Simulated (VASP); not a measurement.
# N (Fm-3m) in VASP: notebook

Runs on N. Level: r2SCAN. Tasks: single point.

All numbers are computed with VASP 6.6.1; they aren't measurements. Logs are shortened: lines on timing, memory, paths and dates and some standing lists are left out, and cuts for length are marked.

**1. The cell of the first run**

Symmetry: Fm-3m, No. 225, cubic system. The conventional cell has a = 2.978 Å, b = 2.978 Å, c = 2.978 Å, α = 90.00°, β = 90.00°, γ = 90.00°. Within 2.8 Å of N (site symmetry m-3m) lie 12 N at 2.11 Å.

**2. Single point, r2SCAN**

Contents of POSCAR:

```
N
1.0
    0.0000000000      1.4889912176      1.4889912176
    1.4889912176      0.0000000000      1.4889912176
    1.4889912176      1.4889912176      0.0000000000
N
1
Direct
    0.0000000000      0.0000000000      0.0000000000
```

Contents of INCAR.step1:

```
PREC = Accurate
ENCUT = 520
ISMEAR = 0
SIGMA = 0.15
LREAL = F
LASPH = T
NELM = 60
NBANDS = 8
GGA = PE
ALGO = Normal
EDIFF = 1E-4
LWAVE = T
LCHARG = F
```

Contents of INCAR.step2:

```
PREC = Accurate
ENCUT = 520
EDIFF = 1E-7
ISMEAR = 0
SIGMA = 0.15
LREAL = F
LASPH = T
NELM = 60
ALGO = Normal
ISIF = 2
LWAVE = F
LCHARG = T
METAGGA = R2SCAN
LMIXTAU = T
LELF = T
LVHAR = T
NBANDS = 8
ISTART = 1
```

Contents of KPOINTS:

```
Automatic mesh
0
Gamma
  13 13 13
```

Potentials or basis: VASP PAW PBE potentials, release 64 (N).

Launch:

```console
cat potpaw_PBE.64/N/POTCAR > POTCAR
cp INCAR.step1 INCAR
mpirun -np 1 vasp_std > vasp.out
cp INCAR.step2 INCAR
mpirun -np 1 vasp_std > vasp.out
```

OUTCAR:

```text
PREC = Accurate
   ENCUT = 520
   EDIFF = 1E-7
   ISMEAR = 0
   LREAL = F
   LASPH = T
   NELM = 60
   ISIF = 2
   METAGGA = R2SCAN
   ISTART = 1

 ion  position               nearest neighbor table
   1  0.000  0.000  0.000-

  LATTYP: Found a face centered cubic cell.
 ALAT       =     2.9779824352

  Lattice vectors:

 A1 = (   0.0000000000,   1.4889912176,   1.4889912176)
 A2 = (   1.4889912176,   0.0000000000,   1.4889912176)
 A3 = (   1.4889912176,   1.4889912176,   0.0000000000)

Analysis of symmetry for initial positions (statically):
=====================================================================
 Subroutine PRICEL returns:
 Original cell was already a primitive cell.

 Routine SETGRP: Setting up the symmetry group for a
 face centered cubic supercell.

 Subroutine GETGRP returns: Found 48 space group operations
 (whereof 48 operations were pure point group operations)
 out of a pool of 48 trial point group operations.

The static configuration has the point symmetry O_h .

Analysis of symmetry for dynamics (positions and initial velocities):
=====================================================================
 Subroutine PRICEL returns:
 Original cell was already a primitive cell.

 Routine SETGRP: Setting up the symmetry group for a
 face centered cubic supercell.

 Subroutine GETGRP returns: Found 48 space group operations
 (whereof 48 operations were pure point group operations)
 out of a pool of 48 trial point group operations.

The dynamic configuration has the point symmetry O_h .

 Subroutine INISYM returns: Found 48 space group operations
 (whereof 48 operations are pure point group operations),
 and found     1 'primitive' translations

----------------------------------------------------------------------------------------

                                     Primitive cell

  volume of cell :       6.6025

  direct lattice vectors                    reciprocal lattice vectors
     0.000000000  1.488991218  1.488991218    -0.335797817  0.335797817  0.335797817
     1.488991218  0.000000000  1.488991218     0.335797817 -0.335797817  0.335797817
     1.488991218  1.488991218  0.000000000     0.335797817  0.335797817 -0.335797817

  length of vectors
     2.105751574  2.105751574  2.105751574     0.581618880  0.581618880  0.581618880

  position of ions in fractional coordinates (direct lattice)
     0.000000000  0.000000000  0.000000000

  ion indices of the primitive-cell ions
   primitive index   ion index
                 1           1

----------------------------------------------------------------------------------------

 KPOINTS: Automatic mesh

Automatic generation of k-mesh.
 Grid dimensions read from file:
 generate k-points for:   13   13   13

 Generating k-lattice:

  Cartesian coordinates                     Fractional coordinates (reciprocal lattice)
    -0.025830601  0.025830601  0.025830601     0.076923077  0.000000000  0.000000000
     0.025830601 -0.025830601  0.025830601     0.000000000  0.076923077  0.000000000
     0.025830601  0.025830601 -0.025830601     0.000000000  0.000000000  0.076923077

  Length of vectors
     0.044739914  0.044739914  0.044739914

  Shift w.r.t. Gamma in fractional coordinates (k-lattice)
     0.000000000  0.000000000  0.000000000

 Subroutine IBZKPT returns following result:
 ===========================================

 Found     84 irreducible k-points:

 Following reciprocal coordinates:
            Coordinates               Weight
  0.000000  0.000000  0.000000      1.000000
  0.076923  0.000000  0.000000      8.000000
  0.153846  0.000000  0.000000      8.000000
  0.230769  0.000000  0.000000      8.000000
  0.307692  0.000000  0.000000      8.000000
  0.384615  0.000000  0.000000      8.000000
[... 16 lines left out ...]
  0.384615  0.153846  0.000000     24.000000
  0.461538  0.153846  0.000000     24.000000
 [... further k-points ...]
   k-points           NKPTS =     84   k-points in BZ     NKDIM =     84   number of bands    NBANDS=      8
   number of dos      NEDOS =    301   number of ions     NIONS =      1
   total plane-waves  NPLWV =   4096
   dimension x,y,z NGX =    16 NGY =   16 NGZ =   16
   dimension x,y,z NGXF=    32 NGYF=   32 NGZF=   32
   ions per type =               1
   NGX,Y,Z   is equivalent  to a cutoff of  12.63, 12.63, 12.63 a.u.
   NGXF,Y,Z  is equivalent  to a cutoff of  25.26, 25.26, 25.26 a.u.
 SYSTEM =  unknown system
   PREC   = accura    normal or accurate (medium, high low for compatibility)
   ISTART =      1    job   : 0-new  1-cont  2-samecut
   ICHARG =      0    charge: 1-file 2-atom 10-const
   ISPIN  =      1    spin polarized calculation?
   LNONCOLLINEAR =      F non collinear calculations
   LSORBIT =      F    spin-orbit coupling
   LASPH  =      T    aspherical Exc in radial PAW
   ENCUT  =  520.0 eV  38.22 Ry    6.18 a.u.   3.92  3.92  3.92*2*pi/ulx,y,z
   NELM   =     60;   NELMIN=  2; NELMDL=  0     # of ELM steps
   EDIFF  = 0.1E-06   stopping-criterion for ELM
   LREAL  =      F    real-space projection
   EDIFFG = 0.1E-05   stopping-criterion for IOM
   NSW    =      0    number of steps for IOM
   IBRION =     -1    ionic relax: 0-MD 1-quasi-New 2-CG
   NFREE  =      0    steps in history (QN), initial steepest desc. (CG)
   ISIF   =      2    stress and relaxation
   ISYM   =      2    0-nonsym 1-usesym 2-fastsym
   POTIM  = 0.5000    time-step for ionic-motion
   TEBEG  =    0.0;   TEEND  =   0.0 temperature during run
   PSTRESS=    0.0 pullay stress
   NELECT =       5.0000    total number of electrons
   NUPDOWN=      -1.0000    fix difference up-down
   EMIN   =  10.00;   EMAX   =-10.00  energy-range for DOS
   EFERMI =   0.00;   METHOD = LEGACY
   ISMEAR =     0;   SIGMA  =   0.15  broadening in eV -4-tet -1-fermi 0-gaus
   EFERMI_NEDOS =   21; number of points for ismear=-14 and -15
   IALGO  =     38    algorithm
   IMIX   =      4    mixing-type and parameters
     AMIX     =   0.40;   BMIX     =  1.00
     AMIX_MAG =   1.60;   BMIX_MAG =  1.00
  volume/ion in A,a.u.               =       6.60        44.56
  Fermi-wavevector in a.u.,A,eV,Ry     =   1.492208  2.819864 30.295885  2.226685
  Thomas-Fermi vector in A             =   2.604765
   LORBIT       =      0    0 simple, 1 ext, 2 COOP (PROOUT), +10 PAW based schemes
   METAGGA = R2SCAN    functional components
   LHFCALC =     F    Hartree Fock is set to
   AEXX    =    0.0000 exact exchange contribution
   IVDW    =     0    specifies the selected vdW correction
   LEPSILON=     F    determine dielectric tensor
   LRPA    =     F    only Hartree local field effects (RPA)
 non-spin polarized calculation
 Gauss-broadening in eV      SIGMA  =   0.15
  energy-cutoff  :      520.00
  volume of cell :        6.60
 maximum number of plane-waves:       190
   NGX =  7   NGY =  7   NGZ =  7

 number of electron       5.0000001 magnetization

 Free energy of the ion-electron system (eV)
  ---------------------------------------------------
  ext. energy  EPLUGINS =         0.00000000
  ---------------------------------------------------
  free energy    TOTEN  =        -4.28030636 eV

  energy without entropy =       -4.27357682  energy(sigma->0) =       -4.27694159

 E-fermi :   7.1082     XC(G=0): -14.2912

 val. band max:        7.0935033378   @ k =   0.4615   0.3846   0.0769
 cond. band min:       7.1844577819   @ k =   0.4615   0.2308   0.0000
 fundamental gap:      0.0909544441
 Fermi energy:         7.1082125529

 k-point     1 :       0.0000    0.0000    0.0000
  band No.  band energies     occupation
      1     -15.8542      2.00000
      2      12.2679      0.00000
      3      12.2679      0.00000
      4      12.2679      0.00000
      5      35.7347      0.00000
      6      42.1062      0.00000
      7      42.1062      0.00000
      8      42.1062      0.00000

 k-point     2 :       0.0769    0.0000    0.0000
  band No.  band energies     occupation
      1     -15.6027      2.00000
      2      11.5769      0.00000
      3      12.1682      0.00000
      4      12.1682      0.00000
      5      35.9021      0.00000
      6      40.0460      0.00000
      7      42.4290      0.00000
      8      42.4290      0.00000

 k-point     3 :       0.1538    0.0000    0.0000
  band No.  band energies     occupation
      1     -14.8532      2.00000
      2       9.6458      0.00000
      3      11.9021      0.00000
      4      11.9021      0.00000
      5      36.0585      0.00000
      6      37.6793      0.00000
      7      42.9744      0.00000
      8      42.9744      0.00000

 k-point     4 :       0.2308    0.0000    0.0000
  band No.  band energies     occupation
      1     -13.6215      2.00000
      2       6.8424      1.98778
      3      11.5502      0.00000
      4      11.5503      0.00000
      5      34.8620      0.00000
      6      37.5412      0.00000
      7      42.5648      0.00000
      8      42.5648      0.00000

 k-point     5 :       0.3077    0.0000    0.0000
  band No.  band energies     occupation
      1     -11.9459      2.00000
      2       3.6116      2.00000
      3      11.2026      0.00000
      4      11.2026      0.00000
      5      33.6768      0.00000
      6      37.9807      0.00000
      7      41.2685      0.00000
      8      41.2685      0.00000
[... 177 lines left out ...]
 k-point    22 :       0.3077    0.1538    0.0000
  band No.  band energies     occupation
      1     -12.2472      2.00000
      2       6.0447      2.00000
      3      10.0331      0.00000
      4      10.2814      0.00000
      5      32.9311      0.00000
      6      34.1807      0.00000
      7      41.0753      0.00000
      8      44.6984      0.00000

 k-point    23 :       0.3846    0.1538    0.0000
  band No.  band energies     occupation
      1     -10.4665      2.00000
      2       3.0324      2.00000
      3       9.6098      0.00000
      4       9.8048      0.00000
      5      32.0864      0.00000
      6      34.2434      0.00000
      7      40.7669      0.00000
      8      43.6263      0.00000

 k-point    24 :       0.4615    0.1538    0.0000
  band No.  band energies     occupation
      1      -8.4391      2.00000
      2       0.1046      2.00000
      3       8.9260      0.00000
      4       9.8030      0.00000
      5      31.7104      0.00000
      6      34.4068      0.00000
      7      40.9275      0.00000
      8      42.4872      0.00000

 [... further k-points ...]

------------------------ aborting loop because EDIFF is reached ----------------------------------------

  FORCE on cell =-STRESS in cart. coord.  units (eV):
  Direction    XX          YY          ZZ          XY          YZ          ZX
  --------------------------------------------------------------------------------------
  -------------------------------------------------------------------------------------
  Total        1.3477675      1.3477675      1.3477675      0.0000000      0.0000000      0.0000000
  in kB      327.0537790    327.0537790    327.0537790      0.0000000      0.0000000      0.0000000
  external PRESSURE =     327.0537790 kB  Pullay stress =       0.0000000 kB

 VOLUME and BASIS-vectors are now :
 -----------------------------------------------------------------------------
  energy-cutoff  :      520.00
  volume of cell :        6.60
      direct lattice vectors                 reciprocal lattice vectors
     0.000000000  1.488991218  1.488991218    -0.335797817  0.335797817  0.335797817
     1.488991218  0.000000000  1.488991218     0.335797817 -0.335797817  0.335797817
     1.488991218  1.488991218  0.000000000     0.335797817  0.335797817 -0.335797817

 POSITION                                       TOTAL-FORCE (eV/Angst)
 -----------------------------------------------------------------------------------
      0.00000      0.00000      0.00000         0.000000      0.000000      0.000000
 -----------------------------------------------------------------------------------
    total drift:                                0.000000      0.000000     -0.000000

  FREE ENERGIE OF THE ION-ELECTRON SYSTEM (eV)
  ---------------------------------------------------
  free  energy   TOTEN  =        -4.2803063597 eV

  energy  without entropy=       -4.2735768150  energy(sigma->0) =       -4.27694159
```

Wall time 11 s (1 thread of Intel Xeon Platinum 8488C (Sapphire Rapids), shared host); peak memory 0.11 GiB.

Results:

```yaml
Free_energy: -4.2803 eV
Pressure: 32.7 GPa
```

Levels at points of the mesh, in eV from the Fermi level:
```tsv
k point	band 1	band 2	band 3	band 4	band 5	band 6	band 7
(0.00, 0.00, 0.00)	-22.96	5.16	5.16	5.16	28.63	35.00	35.00
```

Caveat: the PAW data sets were made with another functional, which shifts forces and pressure a little.

**3. Single point, r2SCAN**

This run uses another cell than the first one, of 6.90 Å³/atom, 1.045 times its volume.

Contents of POSCAR:

```
N
1.0
    0.0000000000      1.5112182441      1.5112182441
    1.5112182441      0.0000000000      1.5112182441
    1.5112182441      1.5112182441      0.0000000000
N
1
Direct
    0.0000000000      0.0000000000      0.0000000000
```

Contents of INCAR.step1:

```
SYSTEM = N
PREC = Accurate
ENCUT = 520
ISMEAR = 0
SIGMA = 0.15
LREAL = .False.
LASPH = .True.
NELM = 60
NBANDS = 8
GGA = PE
ALGO = Normal
EDIFF = 1E-4
LWAVE = .True.
LCHARG = .False.
```

Contents of INCAR.step2:

```
SYSTEM = N
PREC = Accurate
ENCUT = 520
EDIFF = 1E-6
ISMEAR = 0
SIGMA = 0.15
LREAL = .False.
LASPH = .True.
NELM = 60
ALGO = Normal
ISIF = 2
LWAVE = .False.
LCHARG = .True.
METAGGA = R2SCAN
LMIXTAU = .True.
LELF = .True.
LVHAR = .True.
NBANDS = 8
ISTART = 1
```

Contents of KPOINTS:

```
regular mesh
0
Gamma
  13 13 13
  0 0 0
```

Potentials or basis: VASP PAW PBE potentials, release 64 (N).

Launch:

```console
cat potpaw_PBE.64/N/POTCAR > POTCAR
cp INCAR.step1 INCAR
mpirun -np 1 vasp_std > vasp.out
cp INCAR.step2 INCAR
mpirun -np 1 vasp_std > vasp.out
```

Wall time 11 s (1 thread of Intel Xeon Platinum 8488C (Sapphire Rapids), shared host); peak memory 0.1 GiB.

Results (log left out):

```yaml
Free_energy: -4.3297 eV
Pressure: 19.6 GPa
```

Levels at points of the mesh, in eV from the Fermi level:
```csv
k point,band 1,band 2,band 3,band 4,band 5
"(0.00, 0.00, 0.00)",-22.34,4.87,4.87,4.87,27.34
```

Caveat: the PAW data sets were made with another functional, which shifts forces and pressure a little.
